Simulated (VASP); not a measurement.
Input of a VASP 6.6.1 run:

File INCAR:

```
SYSTEM = AlN
PREC     = Accurate       ! precision mode
ENCUT    = 520            ! plane-wave cutoff, eV
EDIFF    = 1E-7           ! SCF threshold, eV
ISMEAR   = 0              ! smearing method
SIGMA    = 0.02           ! smearing width, eV
LREAL    = .FALSE.        ! projectors in reciprocal space
LASPH    = .TRUE.         ! aspherical terms in the spheres
NELM     = 60             ! most SCF steps
ALGO     = Normal         ! electronic algorithm
ISIF     = 2              ! what is computed and relaxed
LWAVE    = .FALSE.        ! write WAVECAR
LCHARG   = .TRUE.         ! write CHGCAR
GGA      = PE             ! functional
LELF     = .TRUE.         ! ELF
LVHAR    = .TRUE.       
NBANDS   = 16             ! bands
```

The input KPOINTS:

```
Automatic mesh
0
G
  8 8 6
  0 0 0
```

Contents of POSCAR:

```
AlN
1.0
    2.1025156856      2.1025156856      0.0000000000
   -2.1025156856      2.1025156856      0.0000000000
    0.0000000000      0.0000000000      4.2050313713
Al N
2 2
Direct
    0.0000000000      0.0000000000      0.0000000000
    0.5000000000      0.5000000000      0.5000000000
    0.5000000000      0.0000000000      0.2500000000
    0.0000000000      0.5000000000      0.7500000000
```

Potentials or basis: VASP PAW PBE potentials, release 64 (Al, N).

Command:

```console
$ cat potpaw_PBE.64/Al/POTCAR potpaw_PBE.64/N/POTCAR > POTCAR
$ mpirun -np 1 vasp_std > vasp.out
```

Task: Predict the band gap on the k mesh.

Result: 3.37 eV.

Task: Estimate the pressure.

Result: 34.7 GPa.

Caveat: the cell differs from its parent crystal (equal strain along all axes, cell held: -4.5 %). A k mesh can miss the band edges.
